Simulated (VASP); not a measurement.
Crystal: CdS.

```
Cd S
1.0
     4.16884    0.00000    0.00000
    -2.08442    3.61032    0.00000
     0.00000    0.00000    6.77962
Cd S
2 2
Direct
  0.66667 0.33333 0.50022
  0.33333 0.66667 0.00022
  0.66667 0.33333 0.87678
  0.33333 0.66667 0.37678
```

```yaml
Program: VASP 6.6.1
Task: relaxation of cell and atoms
Functional: PBE
Potentials_or_basis: VASP PAW PBE potentials, release 64 (Cd, S)
Cutoff: 600 eV
k_mesh: 6 × 6 × 4
Occupations: gaussian, width 0.02 eV
Spin: no spin polarisation
```

At the start: pressure 1.4 GPa; volume 25.51 Å³/atom.

Q: How do energy, volume and symmetry change on relaxing?

A: Over 3 steps the energy falls by 2.9 meV/atom and the volume is 26.16 Å³/atom (+2.6 %); space group P6_3mc (No. 186, to 0.1 Å) before and after.

Step by step:
```
step  energy change (eV)  largest force (eV/Å)  pressure (GPa)  volume (Å³)
   1              0.0000                0.0027            1.43       102.04
   2             -0.0105                0.0007           -0.38       105.43
   3             -0.0114                0.0010           -0.01       104.66
```

Final structure:
```
CELL_PARAMETERS angstrom
4.20381 0.00000 0.00000
-2.10190 3.64061 0.00000
0.00000 0.00000 6.83840
ATOMIC_POSITIONS crystal
Cd 0.66667 0.33333 0.50021
Cd 0.33333 0.66667 0.00021
S 0.66667 0.33333 0.87679
S 0.33333 0.66667 0.37679
```
